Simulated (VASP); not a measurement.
# Ni (Fm-3m) in VASP: notebook

Runs on Ni. Level: LDA. Tasks: single point.

Everything below comes from runs of VASP 6.6.1. Logs are shortened: lines on timing, memory, paths and dates and some standing lists are left out, and cuts for length are marked.

## Step 1: The cell of the first run

The structure is cubic, space group Fm-3m (No. 225). The conventional cell has a = 3.425 Å, b = 3.425 Å, c = 3.425 Å, α = 90.00°, β = 90.00°, γ = 90.00°. Ni (site symmetry m-3m) has 12 Ni at 2.42 Å within 3.2 Å.

## Step 2: Single point, LDA, collinear spin, ferromagnetic start

The input, INCAR:

```
  PREC = Accurate
  ENCUT = 520
  EDIFF = 1E-6
  ISMEAR = 0
  SIGMA = 0.05
  LREAL = False
  LASPH = True
  NELM = 150
  ALGO = Normal
  ISIF = 2
  LWAVE = False
  LCHARG = False
  ISPIN = 2
  MAGMOM = 0.72
  LORBIT = 11
  LMAXMIX = 4
  NBANDS = 15
```

The input, KPOINTS:

```
Automatic mesh
0
Gamma
  22 22 22
```

The input, POSCAR:

```
Ni
1.0
    0.0000000000      1.7123229066      1.7123229066
    1.7123229066      0.0000000000      1.7123229066
    1.7123229066      1.7123229066      0.0000000000
Ni
1
Direct
    0.0000000000      0.0000000000      0.0000000000
```

Potentials or basis: VASP PAW LDA potentials, release 64 (Ni).

Command:

```
> cat potpaw_LDA.64/Ni/POTCAR > POTCAR
> mpirun -np 1 vasp_std > vasp.out
```

OUTCAR:

```text
PREC = Accurate
   ENCUT = 520
   EDIFF = 1E-6
   ISMEAR = 0
   LREAL = False
   LASPH = True
   NELM = 150
   ISIF = 2
   ISPIN = 2
   LORBIT = 11

 ion  position               nearest neighbor table
   1  0.000  0.000  0.000-

  LATTYP: Found a face centered cubic cell.
 ALAT       =     3.4246458132

  Lattice vectors:

 A1 = (   0.0000000000,   1.7123229066,   1.7123229066)
 A2 = (   1.7123229066,   0.0000000000,   1.7123229066)
 A3 = (   1.7123229066,   1.7123229066,   0.0000000000)

Analysis of symmetry for initial positions (statically):
=====================================================================
 Subroutine PRICEL returns:
 Original cell was already a primitive cell.

 Routine SETGRP: Setting up the symmetry group for a
 face centered cubic supercell.

 Subroutine GETGRP returns: Found 48 space group operations
 (whereof 48 operations were pure point group operations)
 out of a pool of 48 trial point group operations.

The static configuration has the point symmetry O_h .

Analysis of symmetry for dynamics (positions and initial velocities):
=====================================================================
 Subroutine PRICEL returns:
 Original cell was already a primitive cell.

 Routine SETGRP: Setting up the symmetry group for a
 face centered cubic supercell.

 Subroutine GETGRP returns: Found 48 space group operations
 (whereof 48 operations were pure point group operations)
 out of a pool of 48 trial point group operations.

The dynamic configuration has the point symmetry O_h .

Analysis of structural, dynamic, and magnetic symmetry:
=====================================================================
 Subroutine PRICEL returns:
 Original cell was already a primitive cell.

 Routine SETGRP: Setting up the symmetry group for a
 face centered cubic supercell.

 Subroutine GETGRP returns: Found 48 space group operations
 (whereof 48 operations were pure point group operations)
 out of a pool of 48 trial point group operations.

The overall configuration has the point symmetry O_h .

 Subroutine INISYM returns: Found 48 space group operations
 (whereof 48 operations are pure point group operations),
 and found     1 'primitive' translations

----------------------------------------------------------------------------------------

                                     Primitive cell

  volume of cell :      10.0412

  direct lattice vectors                    reciprocal lattice vectors
     0.000000000  1.712322907  1.712322907    -0.292000999  0.292000999  0.292000999
     1.712322907  0.000000000  1.712322907     0.292000999 -0.292000999  0.292000999
     1.712322907  1.712322907  0.000000000     0.292000999  0.292000999 -0.292000999

  length of vectors
[... 126 lines left out ...]
  ---------------------------------------------------
  free energy    TOTEN  =        -6.57896075 eV

  energy without entropy =       -6.57652147  energy(sigma->0) =       -6.57774111

 E-fermi :  10.2281     XC(G=0): -14.0943

 val. band max:       10.2279577356   @ k =  -0.4545   0.4545   0.0000
 cond. band min:      10.2315330198   @ k =   0.4091   0.0000   0.0000
 fundamental gap:      0.0035752842
 Fermi energy:        10.2281367670

 spin component 1

 k-point     1 :       0.0000    0.0000    0.0000
  band No.  band energies     occupation
      1       0.6669      1.00000
      2       7.6678      1.00000
      3       7.6678      1.00000
      4       7.6678      1.00000
      5       8.9640      1.00000
      6       8.9640      1.00000
      7      34.6703      0.00000
      8      39.0693      0.00000
      9      39.0693      0.00000
     10      39.0693      0.00000
     11      42.3328      0.00000
     12      42.3328      0.00000
     13      42.3328      0.00000
     14      45.2957      0.00000
[... 403 lines left out ...]
      4       9.0747      1.00000
      5       9.7027      1.00000
      6      10.4120      0.00000
      7      16.7983      0.00000
      8      32.7606      0.00000
      9      35.2590      0.00000
     10      35.9417      0.00000
     11      39.6389      0.00000
     12      40.3422      0.00000
     13      46.4338      0.00000
     14      55.7303      0.00000
     15      57.6242      0.00000

 [... further k-points ...]

 spin component 2

 k-point     1 :       0.0000    0.0000    0.0000
  band No.  band energies     occupation
      1       0.7099      1.00000
      2       8.2565      1.00000
      3       8.2565      1.00000
      4       8.2565      1.00000
      5       9.5025      1.00000
      6       9.5025      1.00000
      7      34.6582      0.00000
      8      39.1131      0.00000
      9      39.1131      0.00000
     10      39.1131      0.00000
     11      42.4969      0.00000
     12      42.4969      0.00000
     13      42.4969      0.00000
     14      45.2773      0.00000
[... 403 lines left out ...]
      4       9.3551      1.00000
      5      10.3265      0.00270
      6      10.8150      0.00000
      7      17.1530      0.00000
      8      32.7675      0.00000
      9      35.3638      0.00000
     10      36.0578      0.00000
     11      39.7642      0.00000
     12      40.4544      0.00000
     13      46.6230      0.00000
     14      56.9348      0.00000
     15      57.7433      0.00000

 [... further k-points ...]

------------------------ aborting loop because EDIFF is reached ----------------------------------------

  FORCE on cell =-STRESS in cart. coord.  units (eV):
  Direction    XX          YY          ZZ          XY          YZ          ZX
  --------------------------------------------------------------------------------------
  -------------------------------------------------------------------------------------
  Total       -0.0339694     -0.0339694     -0.0339694      0.0000000      0.0000000     -0.0000000
  in kB       -5.4201588     -5.4201588     -5.4201588      0.0000000      0.0000000     -0.0000000
  external PRESSURE =      -5.4201588 kB  Pullay stress =       0.0000000 kB

 VOLUME and BASIS-vectors are now :
 -----------------------------------------------------------------------------
  energy-cutoff  :      520.00
  volume of cell :       10.04
      direct lattice vectors                 reciprocal lattice vectors
     0.000000000  1.712322907  1.712322907    -0.292000999  0.292000999  0.292000999
     1.712322907  0.000000000  1.712322907     0.292000999 -0.292000999  0.292000999
     1.712322907  1.712322907  0.000000000     0.292000999  0.292000999 -0.292000999

 POSITION                                       TOTAL-FORCE (eV/Angst)
 -----------------------------------------------------------------------------------
      0.00000      0.00000      0.00000        -0.000000      0.000000     -0.000000
 -----------------------------------------------------------------------------------
    total drift:                                0.000000     -0.000000     -0.000000

  FREE ENERGIE OF THE ION-ELECTRON SYSTEM (eV)
  ---------------------------------------------------
  free  energy   TOTEN  =        -6.5789607540 eV

  energy  without entropy=       -6.5765214706  energy(sigma->0) =       -6.57774111

 total charge

# of ion       s       p       d       tot
------------------------------------------
    1        0.534   0.571   8.368   9.474

 magnetization (x)

# of ion       s       p       d       tot
------------------------------------------
    1       -0.005  -0.019   0.598   0.574
```

OSZICAR:

```text
N       E                     dE             d eps       ncg     rms          rms(c)
DAV:   1     0.319918897695E+02    0.31992E+02   -0.42142E+03 20960   0.886E+02
DAV:   2    -0.630252631761E+01   -0.38294E+02   -0.35610E+02 22298   0.165E+02
DAV:   3    -0.769340228966E+01   -0.13909E+01   -0.13801E+01 24139   0.308E+01
DAV:   4    -0.770068055843E+01   -0.72783E-02   -0.72772E-02 24357   0.213E+00
DAV:   5    -0.770074659884E+01   -0.66040E-04   -0.66037E-04 24724   0.184E-01    0.110E+01
DAV:   6    -0.688635041315E+01    0.81440E+00   -0.13054E+01 28644   0.410E+01    0.556E+00
DAV:   7    -0.660274983842E+01    0.28360E+00   -0.20469E+00 25257   0.147E+01    0.213E+00
DAV:   8    -0.658213609306E+01    0.20614E-01   -0.24868E-02 26437   0.106E+00    0.921E-01
DAV:   9    -0.657959319271E+01    0.25429E-02   -0.13773E-03 32547   0.214E-01    0.268E-01
DAV:  10    -0.657897976734E+01    0.61343E-03   -0.43202E-04 33302   0.107E-01    0.523E-02
DAV:  11    -0.657896253753E+01    0.17230E-04   -0.43578E-05 27015   0.580E-02    0.171E-02
DAV:  12    -0.657896072964E+01    0.18079E-05   -0.95792E-06 26427   0.215E-02    0.889E-03
DAV:  13    -0.657896075404E+01   -0.24404E-07   -0.25920E-07 18709   0.584E-03
   1 F= -.65789608E+01 E0= -.65777411E+01  d E =-.243928E-02  mag=     0.5738
```

stdout:

```text
POSCAR found type information on POSCAR Ni
 POSCAR found :  1 types and       1 ions
 scaLAPACK will be used
 LDA part: xc-table for (Slater(with rela. corr.)+CA(PZ))
 , standard interpolation
 POSCAR, INCAR and KPOINTS ok, starting setup
 FFT: planning ... GRIDC
 FFT: planning ... GRID_SOFT
 FFT: planning ... GRID
 WAVECAR not read
 entering main loop
```

Run time: 60 s. Hardware: 1 thread of Intel Xeon Platinum 8488C (Sapphire Rapids), shared host; peak memory 0.18 GiB.

What came out:

| Item | Value |
| --- | --- |
| Free energy | -6.5790 eV |
| Pressure | -0.5 GPa |
| Net moment | 0.57 μB per cell |
| Site moments | Ni +0.57 μB |
| Valence electrons inside the program's atomic spheres | Ni 9.47 |

Levels at points of the mesh, in eV from the Fermi level:
Spin up:
```tsv
k point	band 2	band 3	band 4	band 5	band 6	band 7	band 8	band 9
(0.00, 0.00, 0.00)	-2.56	-2.56	-2.56	-1.26	-1.26	24.44	28.84	28.84
(0.50, 0.00, 0.00)	-2.57	-2.57	-0.48	-0.48	-0.41	6.32	22.93	25.98
(0.50, 0.50, 0.00)	-4.57	-0.45	-0.31	-0.31	2.50	10.02	15.53	15.53
```
Spin down:
```
           k point  band 3  band 4  band 5  band 6  band 7  band 8
(0.00, 0.00, 0.00)   -1.97   -1.97   -0.73   -0.73   24.43   28.88
(0.50, 0.00, 0.00)   -2.04   -0.38    0.14    0.14    6.69   22.90
(0.50, 0.50, 0.00)    0.11    0.37    0.37    2.55   10.29   15.60
```

## Step 3: Single point, LDA, collinear spin, ferromagnetic start (10.24 Å³/atom)

This run uses another cell than the first one, of 10.24 Å³/atom.

The input, INCAR:

```
SYSTEM = Ni
ALGO     = Normal         ! electronic algorithm
EDIFF    = 1E-6           ! SCF threshold, eV
ENCUT    = 520            ! plane-wave cutoff, eV
GGA      = CA             ! functional
ISIF     = 2              ! what is computed and relaxed
ISMEAR   = 0              ! smearing method
ISPIN    = 2              ! spin polarisation
LASPH    = .TRUE.         ! aspherical terms in the spheres
LCHARG   = .FALSE.        ! write CHGCAR
LMAXMIX  = 4              ! l up to which the mixer works
LORBIT   = 11             ! projections on sites
LREAL    = .FALSE.        ! projectors in reciprocal space
LWAVE    = .FALSE.        ! write WAVECAR
MAGMOM   = 0.72           ! initial moments
NBANDS   = 15             ! bands
NELM     = 150            ! most SCF steps
PREC     = Accurate       ! precision mode
SIGMA    = 0.05           ! smearing width, eV
```

The input, KPOINTS:

```
k-points
0
G
  22 22 22
  0 0 0
```

The input, POSCAR:

```
Ni
1.0
    0.0000000000      1.7236631239      1.7236631239
    1.7236631239      0.0000000000      1.7236631239
    1.7236631239      1.7236631239      0.0000000000
Ni
1
Direct
    0.0000000000      0.0000000000      0.0000000000
```

Potentials or basis: VASP PAW LDA potentials, release 64 (Ni).

Command:

```
> cat potpaw_LDA.64/Ni/POTCAR > POTCAR
> mpirun -np 1 vasp_std > vasp.out
```

Wall time 59 s (1 thread of Intel Xeon Platinum 8488C (Sapphire Rapids), shared host); peak memory 0.18 GiB.

It converged, with:

| Property | Result |
| --- | --- |
| Free energy | -6.5754 eV |
| Pressure | -5.2 GPa |
| Net moment | 0.60 μB per cell |
| Site moments | Ni +0.60 μB |
| Valence electrons inside the program's atomic spheres | Ni 9.43 |

Levels at points of the mesh, in eV from the Fermi level:
Spin up:
| k point | band 1 | band 2 | band 3 | band 4 | band 5 | band 6 | band 7 | band 8 | band 9 | band 10 |
| --- | --- | --- | --- | --- | --- | --- | --- | --- | --- | --- |
| (0.00, 0.00, 0.00) | -9.42 | -2.52 | -2.52 | -2.52 | -1.26 | -1.26 | 24.28 | 28.51 | 28.51 | 28.51 |
| (0.50, 0.00, 0.00) | -5.14 | -2.53 | -2.53 | -0.50 | -0.50 | -0.38 | 6.15 | 22.77 | 25.62 | 25.62 |
| (0.50, 0.50, 0.00) | -4.99 | -4.47 | -0.47 | -0.34 | -0.34 | 2.48 | 9.82 | 15.33 | 15.33 | 20.58 |
Spin down:
```tsv
k point	band 1	band 2	band 3	band 4	band 5	band 6	band 7	band 8	band 9	band 10
(0.00, 0.00, 0.00)	-9.37	-1.91	-1.91	-1.91	-0.70	-0.70	24.27	28.56	28.56	28.56
(0.50, 0.00, 0.00)	-4.76	-1.98	-1.98	-0.34	0.15	0.15	6.54	22.75	25.74	25.74
(0.50, 0.50, 0.00)	-4.64	-3.96	0.11	0.37	0.37	2.54	10.10	15.41	15.41	20.82
```

Caveat: the cell stands under tension.

## Step 4: Single point, LDA, collinear spin, ferromagnetic start (10.44 Å³/atom)

This run uses another cell than the first one, of 10.44 Å³/atom.

The input, INCAR:

```
SYSTEM = Ni
PREC = Accurate ; ENCUT = 520
EDIFF = 1E-7 ; ISMEAR = 0
SIGMA = 0.05 ; LREAL = .False.
LASPH = .True. ; NELM = 150
ALGO = Normal ; ISIF = 2
LWAVE = .False. ; LCHARG = .True.
ISPIN = 2 ; MAGMOM = 0.73
LORBIT = 11 ; LMAXMIX = 4
GGA = CA ; LELF = .True.
LVHAR = .True. ; NBANDS = 15
```

The input, KPOINTS:

```
Automatic mesh
0
Gamma
  22 22 22
  0 0 0
```

The input, POSCAR:

```
Ni
1.0
    0.0000000000      1.7348560552      1.7348560552
    1.7348560552      0.0000000000      1.7348560552
    1.7348560552      1.7348560552      0.0000000000
Ni
1
Direct
    0.0000000000      0.0000000000      0.0000000000
```

Command:

```
> cat potpaw_LDA.64/Ni/POTCAR > POTCAR
> mpirun -np 1 vasp_std > vasp.out
```

It took 71 s on 1 thread of Intel Xeon Platinum 8488C (Sapphire Rapids), shared host; peak memory 0.18 GiB.

It converged, with:

```yaml
Free_energy: -6.5665 eV
Pressure: -9.2 GPa
Net_moment: 0.61 μB per cell
Site_moments: Ni +0.62 μB
Valence_electrons_inside_the_program's_atomic_spheres: Ni 9.39
```

Levels at points of the mesh, in eV from the Fermi level:
Spin up:
| k point | band 3 | band 4 | band 5 | band 6 | band 7 | band 8 |
| --- | --- | --- | --- | --- | --- | --- |
| (0.00, 0.00, 0.00) | -2.47 | -2.47 | -1.25 | -1.25 | 24.12 | 28.20 |
| (0.50, 0.00, 0.00) | -2.48 | -0.52 | -0.52 | -0.34 | 6.00 | 22.62 |
| (0.50, 0.50, 0.00) | -0.49 | -0.36 | -0.36 | 2.47 | 9.64 | 15.15 |
Spin down:
```csv
k point,band 1,band 2,band 3,band 4,band 5,band 6,band 7,band 8,band 9,band 10
"(0.00, 0.00, 0.00)",-9.23,-1.85,-1.85,-1.85,-0.67,-0.67,24.10,28.25,28.25,28.25
"(0.50, 0.00, 0.00)",-4.65,-1.91,-1.91,-0.31,0.15,0.15,6.39,22.60,25.39,25.39
"(0.50, 0.50, 0.00)",-4.51,-3.84,0.12,0.36,0.36,2.52,9.92,15.22,15.22,20.57
```

Caveat: the cell stands under tension.

## Step 5: Single point, LDA, collinear spin, ferromagnetic start

This run uses another cell than the first one, of 10.94 Å³/atom.

The input, INCAR:

```
PREC = Accurate
ENCUT = 520
EDIFF = 1E-6
ISMEAR = 0
SIGMA = 0.05
LREAL = F
LASPH = T
NELM = 150
ALGO = Normal
ISIF = 2
LWAVE = F
LCHARG = F
ISPIN = 2
MAGMOM = 0.8
LORBIT = 11
LMAXMIX = 4
NBANDS = 15
```

The input, KPOINTS:

```
regular mesh
0
Gamma
  22 22 22
```

The input, POSCAR:

```
Ni
1.0
    0.0000000000      1.7619350000      1.7619350000
    1.7619350000      0.0000000000      1.7619350000
    1.7619350000      1.7619350000      0.0000000000
Ni
1
Direct
    0.0000000000      0.0000000000      0.0000000000
```

Command:

```
> cat potpaw_LDA.64/Ni/POTCAR > POTCAR
> mpirun -np 1 vasp_std > vasp.out
```

Wall time 70 s (1 thread of Intel Xeon Platinum 8488C (Sapphire Rapids), shared host); peak memory 0.19 GiB.

Results (log left out):

| Property | Result |
| --- | --- |
| Free energy | -6.5242 eV |
| Pressure | -17.8 GPa |
| Net moment | 0.63 μB per cell |
| Site moments | Ni +0.64 μB |
| Valence electrons inside the program's atomic spheres | Ni 9.31 |

Levels at points of the mesh, in eV from the Fermi level:
Spin up:
```
           k point  band 1  band 2  band 3  band 4  band 5  band 6  band 7  band 8  band 9  band 10
(0.00, 0.00, 0.00)   -8.95   -2.36   -2.36   -2.36   -1.21   -1.21   23.73   27.44   27.44    27.44
(0.50, 0.00, 0.00)   -4.78   -2.36   -2.36   -0.54   -0.54   -0.25    5.66   22.26   24.45    24.45
(0.50, 0.50, 0.00)   -4.59   -4.12   -0.50   -0.39   -0.39    2.44    9.21   14.71   14.71    19.73
```
Spin down:
```
           k point  band 1  band 2  band 3  band 4  band 5  band 6  band 7  band 8  band 9  band 10
(0.00, 0.00, 0.00)   -8.91   -1.72   -1.72   -1.72   -0.62   -0.62   23.71   27.49   27.49    27.49
(0.50, 0.00, 0.00)   -4.38   -1.78   -1.78   -0.22    0.14    0.14    6.05   22.23   24.57    24.57
(0.50, 0.50, 0.00)   -4.22   -3.58    0.11    0.34    0.34    2.49    9.50   14.78   14.78    19.97
```

Caveat: the cell stands under tension.

## Step 6: The runs side by side

| cell | gap on the mesh (eV) | pressure (GPa) | moment (μB) |
| --- | --- | --- | --- |
| a = 2.422 Å, angles 60.0°, 1 atom | none | -0.5 | 0.57 |
| a = 2.438 Å, angles 60.0°, 1 atom | none | -5.2 | 0.60 |
| a = 2.453 Å, angles 60.0°, 1 atom | none | -9.2 | 0.61 |
| a = 2.492 Å, angles 60.0°, 1 atom | none | -17.8 | 0.63 |

Alike in all rows: task single point; level LDA; potentials or basis VASP PAW LDA potentials, release 64 (Ni); spin collinear, ferromagnetic start; k mesh 22 × 22 × 22; cutoff (eV) 520; smearing gaussian 0.05 eV.

Caveats: the cell stands under tension (at least some runs).

Total energies depend on the potentials used, so only differences within one code and one set of settings carry meaning.
